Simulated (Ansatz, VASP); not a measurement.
**One calculation of Ga2Sb2CO, two programs**

The input INCAR:

```
SYSTEM = Ga2Sb2CO
PREC = Accurate
ENCUT = 520
EDIFF = 1E-6
ISMEAR = 0
SIGMA = 0.1
LREAL = .FALSE.
LASPH = .TRUE.
NELM = 100
ALGO = Normal
ISIF = 2
LWAVE = .FALSE.
LCHARG = .TRUE.
LDIPOL = .TRUE.
IDIPOL = 3
DIPOL = 0.5 0.5 0.361
GGA = PE
IVDW = 12
LELF = .TRUE.
LVHAR = .TRUE.
LVACPOTAV = .TRUE.
NBANDS = 32
```

KPOINTS

```
Automatic mesh
0
G
  6 6 1
  0 0 0
```

POSCAR

```
Ga2Sb2CO
1.0
    4.3343814621      0.0000000000      0.0000000000
   -2.1671907311      3.7536844559      0.0000000000
    0.0000000000      0.0000000000     23.3197422777
Sb Ga O C
2 2 1 1
Direct
    0.0000000000      0.0000000000      0.1715284823
    0.3333333333      0.6666666667      0.3301590654
    0.3333333333      0.6666666667      0.2094685204
    0.6666666667      0.3333333333      0.3632005095
    1.0000000000      1.0000000000      0.5218643557
    1.0000000000      1.0000000000      0.5711787943
```

Input for Ansatz:

```yaml
crystal:
  lattice:
    - [4.3343814621, 0.0, 0.0]
    - [-2.1671907311, 3.7536844559, 0.0]
    - [0.0, 0.0, 23.3197422777]
  atoms:
    - { symbol: Sb, position: [0.0, 0.0, 0.1715284823] }
    - { symbol: Ga, position: [0.3333333333, 0.6666666667, 0.2094685204] }
    - { symbol: Sb, position: [0.3333333333, 0.6666666667, 0.3301590654] }
    - { symbol: Ga, position: [0.6666666667, 0.3333333333, 0.3632005095] }
    - { symbol: O, position: [1.0, 1.0, 0.5218643557] }
    - { symbol: C, position: [1.0, 1.0, 0.5711787943] }
basis:
  ecutwfc: 420
kpoints:
  mp_grid: { grid: [6, 6, 1] }
hamiltonian:
  xc: pbe
  pseudopotentials: { kind: paw, azcp: { folder: soft_1 } }
  dispersion: d3bj
scf:
  occupations: { method: gaussian, width: 0.1 }
output:
  forces: true
  eigenvalues: true
efield:
  axis: 3
  dipole_correction: true
  ramp_width: 0.04
```

Alike in both runs: task single point; functional PBE; dispersion D3(BJ); k mesh 6 × 6 × 1; occupations gaussian, width 0.1 eV; no spin polarisation.

```csv
,VASP,Ansatz
version,VASP 6.6.1,Ansatz 0.2.0
potentials or method,"VASP PAW PBE potentials, release 64 (Sb, Ga_d, O, C), cutoff 520 eV","scalar-relativistic, plane waves, PAW"
valence electrons in the cell,46,66
```

|  | VASP | Ansatz | Ansatz less VASP |
| --- | --- | --- | --- |
| gap on the k mesh at the Fermi level (eV) | 0.04 | 0.04 | -0.004 |
| least direct gap on the mesh (eV) | 0.14 | 0.15 | +0.005 |
| rms of the force components (eV/Å) | 0.238 | 0.506 | +0.2677 |

One of these differences is far larger than is usual between the two programs; its cause wasn't traced. VASP's potentials hold 46 valence electrons a cell and Ansatz's 66, so a difference there can come from the potentials and not from the codes.

Spin-orbit coupling is off throughout. Noted on VASP's run: the standard files for N, O and F lose accuracy on very short bonds.
